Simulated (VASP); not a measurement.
# GaN (zincblende type) (F-43m) in VASP: a series of runs, part 2 of 2

VASP 6.6.1.

## Step 3: Relaxation of cell and atoms, PBE

This run uses another cell than the first one, of 10.18 Å³/atom.

Contents of INCAR:

```
SYSTEM = GaN
PREC     = Accurate       ! precision mode
ENCUT    = 600            ! plane-wave cutoff, eV
EDIFF    = 1E-6           ! SCF threshold, eV
ISMEAR   = -1             ! smearing method
SIGMA    = 0.02           ! smearing width, eV
LREAL    = .FALSE.        ! projectors in reciprocal space
LASPH    = .TRUE.         ! aspherical terms in the spheres
NELM     = 100            ! most SCF steps
ALGO     = Normal         ! electronic algorithm
ISIF     = 3              ! what is computed and relaxed
LWAVE    = .FALSE.        ! write WAVECAR
LCHARG   = .FALSE.        ! write CHGCAR
GGA      = PE             ! functional
IBRION   = 2              ! ionic algorithm
NSW      = 60             ! ionic steps
EDIFFG   = -0.005         ! ionic threshold
```

Contents of KPOINTS:

```
regular mesh
0
G
  13 13 13
  0 0 0
```

Contents of POSCAR:

```
GaN
1.0
    0.0000000000      2.1670925389      2.1670925389
    2.1670925389      0.0000000000      2.1670925389
    2.1670925389      2.1670925389      0.0000000000
Ga N
1 1
Direct
    0.0000000000      0.0000000000      0.0000000000
    0.2500000000      0.2500000000      0.2500000000
```

Potentials or basis: VASP PAW PBE potentials, release 64 (Ga_d, N).

Started as:

```sh
cat potpaw_PBE.64/Ga_d/POTCAR potpaw_PBE.64/N/POTCAR > POTCAR
mpirun -np 1 vasp_std > vasp.out
```

Run time: 95 s. Hardware: 1 thread of Intel Xeon 8259CL, shared host; peak memory 0.17 GiB.

The run converged. Its results:

```
Free energy                           : -12.1515 eV
Relaxed volume                        : 11.77 Å³/atom
Relaxed cell                          : a = 3.217 Å, b = 3.217 Å, c = 3.217 Å, α = 60.00°, β = 60.00°, γ = 60.00°
Space group after relaxing (to 0.1 Å) : F-43m (No. 216)
Energy gained by relaxing             : 147.5 meV/atom
Ionic steps                           : 4
Pressure after relaxing               : 0.0 GPa
Band gap on the k mesh                : 1.54 eV
```

Step by step:
```csv
step,energy change (eV),largest force (eV/Å),pressure (GPa),volume (Å³)
1,0.0000,0.0000,33.92,20.35
2,-0.0418,0.0000,-18.30,27.38
3,-0.2949,0.0000,-0.41,23.61
4,-0.2950,0.0000,0.03,23.54
```

Final structure:
```xyz
2
Lattice="0.0000 2.2747 2.2747 2.2747 0.0000 2.2747 2.2747 2.2747 0.0000" Properties=species:S:1:pos:R:3 pbc="T T T"
Ga    0.0000    0.0000    0.0000
N     1.1373    1.1373    1.1373
```

Levels at points of the mesh, in eV from the valence-band top:
```csv
k point,band 5,band 6,band 7,band 8,band 9,band 10,band 11,band 12,band 13
"(0.00, 0.00, 0.00)",-13.13,-13.13,0.00,0.00,0.00,1.54,10.13,10.13,10.13
```

Caveat: the volume moved by over 15 % at a fixed basis, so the end points are rough.

## Step 4: Single point, PBE

This run uses another cell than the first one: it holds 4 atoms, not 2.

Contents of INCAR:

```
ALGO     = Normal         # electronic algorithm
EDIFF    = 1E-6           # SCF threshold, eV
ENCUT    = 520            # plane-wave cutoff, eV
GGA      = PE             # functional
ISIF     = 2              # what is computed and relaxed
ISMEAR   = -1             # smearing method
LASPH    = T              # aspherical terms in the spheres
LCHARG   = F              # write CHGCAR
LREAL    = F              # projectors in reciprocal space
LWAVE    = F              # write WAVECAR
NBANDS   = 26             # bands
NELM     = 60             # most SCF steps
PREC     = Accurate       # precision mode
SIGMA    = 0.02           # smearing width, eV
```

Contents of KPOINTS:

```
k-points
0
Gamma
  8 6 8
```

Contents of POSCAR:

```
GaN
1.0
   -2.2742431744      2.2742431744      0.0000000000
    0.0000000000      0.0000000000      4.5484863488
    2.2742431744      2.2742431744      0.0000000000
Ga N
2 2
Direct
    0.0000000000      0.0000000000      0.0000000000
    0.5000000000      0.5000000000      0.5000000000
    0.0000000000      0.2500000000      0.5000000000
    0.5000000000      0.7500000000      0.0000000000
```

Started as:

```sh
cat potpaw_PBE.64/Ga_d/POTCAR potpaw_PBE.64/N/POTCAR > POTCAR
mpirun -np 1 vasp_std > vasp.out
```

Run time: 95 s. Hardware: 1 thread of Intel Xeon 8259CL, shared host; peak memory 0.19 GiB.

Results (log left out):

```
Free energy            : -24.3070 eV
Pressure               : 0.1 GPa
Band gap on the k mesh : 1.55 eV
```

Levels at points of the mesh, in eV from the valence-band top:
| k point | band 15 | band 16 | band 17 | band 18 | band 19 | band 20 | band 21 | band 22 |
| --- | --- | --- | --- | --- | --- | --- | --- | --- |
| (0.00, 0.00, 0.00) | -2.61 | 0.00 | 0.00 | 0.00 | 1.55 | 3.34 | 6.50 | 10.13 |
| (0.50, 0.00, 0.00) | -3.16 | -3.16 | -0.99 | -0.99 | 6.24 | 6.24 | 7.43 | 7.43 |
| (0.00, 0.50, 0.00) | -1.43 | -1.43 | -1.43 | -1.43 | 4.47 | 4.47 | 7.21 | 7.21 |
| (0.50, 0.50, 0.00) | -0.93 | -0.93 | -0.93 | -0.93 | 4.45 | 4.45 | 8.59 | 8.59 |
| (0.50, 0.00, 0.50) | -2.61 | -2.61 | -2.61 | -2.61 | 3.34 | 3.34 | 6.50 | 6.50 |
| (0.50, 0.50, 0.50) | -3.57 | -3.57 | -3.50 | -3.50 | 6.17 | 6.17 | 8.10 | 8.10 |

## Step 5: Single point, PBE

This run uses another cell than the first one: it holds 4 atoms, not 2.

Contents of INCAR:

```
SYSTEM = GaN
PREC     = Accurate       ! precision mode
ENCUT    = 520            ! plane-wave cutoff, eV
EDIFF    = 1E-7           ! SCF threshold, eV
ISMEAR   = -1             ! smearing method
SIGMA    = 0.02           ! smearing width, eV
LREAL    = .FALSE.        ! projectors in reciprocal space
LASPH    = .TRUE.         ! aspherical terms in the spheres
NELM     = 100            ! most SCF steps
ALGO     = Normal         ! electronic algorithm
ISIF     = 2              ! what is computed and relaxed
LWAVE    = .FALSE.        ! write WAVECAR
LCHARG   = .FALSE.        ! write CHGCAR
GGA      = PE             ! functional
NBANDS   = 26             ! bands
```

Contents of KPOINTS:

```
regular mesh
0
G
  8 6 8
  0 0 0
```

POSCAR is that of step 4.

Potentials or basis: VASP PAW PBE potentials, release 64 (Ga_d, N).

Started as:

```sh
cat potpaw_PBE.64/Ga_d/POTCAR potpaw_PBE.64/N/POTCAR > POTCAR
mpirun -np 1 vasp_std > vasp.out
```

OUTCAR:

```text
SYSTEM = GaN
   PREC = Accurate
   ENCUT = 520
   EDIFF = 1E-7
   ISMEAR = -1
   LREAL = .FALSE.
   LASPH = .TRUE.
   NELM = 100
   ISIF = 2
   GGA = PE

 ion  position               nearest neighbor table
   1  0.000  0.000  0.000-   3 1.97   4 1.97   3 1.97   4 1.97
   2  0.500  0.500  0.500-   3 1.97   4 1.97   4 1.97   3 1.97
   3  0.000  0.250  0.500-   1 1.97   2 1.97   1 1.97   2 1.97
   4  0.500  0.750  0.000-   1 1.97   2 1.97   2 1.97   1 1.97

  LATTYP: Found a simple tetragonal cell.
 ALAT       =     3.2162655414
[... 911 lines left out ...]
  --------------------------------------------------------------------------------------
  -------------------------------------------------------------------------------------
  Total        0.0356853      0.0356853      0.0322099      0.0000000      0.0000000     -0.0000000
  in kB        1.2151477      1.2151477      1.0968032      0.0000000      0.0000000     -0.0000000
  external PRESSURE =       1.1756995 kB  Pullay stress =       0.0000000 kB

 VOLUME and BASIS-vectors are now :
 -----------------------------------------------------------------------------
  energy-cutoff  :      520.00
  volume of cell :       47.05
      direct lattice vectors                 reciprocal lattice vectors
    -2.274243174  2.274243174  0.000000000    -0.219853359  0.219853359  0.000000000
     0.000000000  0.000000000  4.548486349     0.000000000  0.000000000  0.219853359
     2.274243174  2.274243174  0.000000000     0.219853359  0.219853359  0.000000000

 POSITION                                       TOTAL-FORCE (eV/Angst)
 -----------------------------------------------------------------------------------
      0.00000      0.00000      0.00000        -0.000000      0.000000      0.000000
      0.00000      2.27424      2.27424         0.000000      0.000000      0.000000
      1.13712      1.13712      1.13712         0.000000     -0.000000      0.000000
     -1.13712      1.13712      3.41136         0.000000     -0.000000      0.000000
 -----------------------------------------------------------------------------------
    total drift:                               -0.000000     -0.000000     -0.000000

  FREE ENERGIE OF THE ION-ELECTRON SYSTEM (eV)
  ---------------------------------------------------
  free  energy   TOTEN  =       -24.3069651509 eV

  energy  without entropy=      -24.3069651508  energy(sigma->0) =      -24.30696515
```

Wall time 99 s (1 thread of Intel Xeon 8259CL, shared host); peak memory 0.19 GiB.

Results:

```
Free energy            : -24.3070 eV
Pressure               : 0.1 GPa
Band gap on the k mesh : 1.55 eV
```

## Step 6: Overview

```tsv
task	cell	k mesh	cutoff (eV)	gap on the mesh (eV)	pressure (GPa)
single point	a = 3.216 Å, angles 60.0°, 2 atoms, atomic positions A	13 × 13 × 13	520	1.55	0.1
relaxation of cell and atoms	relaxed from a = 3.065 Å, angles 60.0°, 2 atoms, atomic positions A	13 × 13 × 13	600	1.54	0.0
single point	a = 3.216, b = 4.548 Å, 4 atoms, atomic positions B	8 × 6 × 8	520	1.55	0.1
```

Alike in all rows: level PBE; potentials or basis VASP PAW PBE potentials, release 64 (Ga_d, N); no spin polarisation; smearing fermi-dirac 0.02 eV.

Caveats: the volume moved by over 15 % at a fixed basis, so the end points are rough (at least some runs).

Total energies depend on the potentials used, so only differences within one code and one set of settings carry meaning.
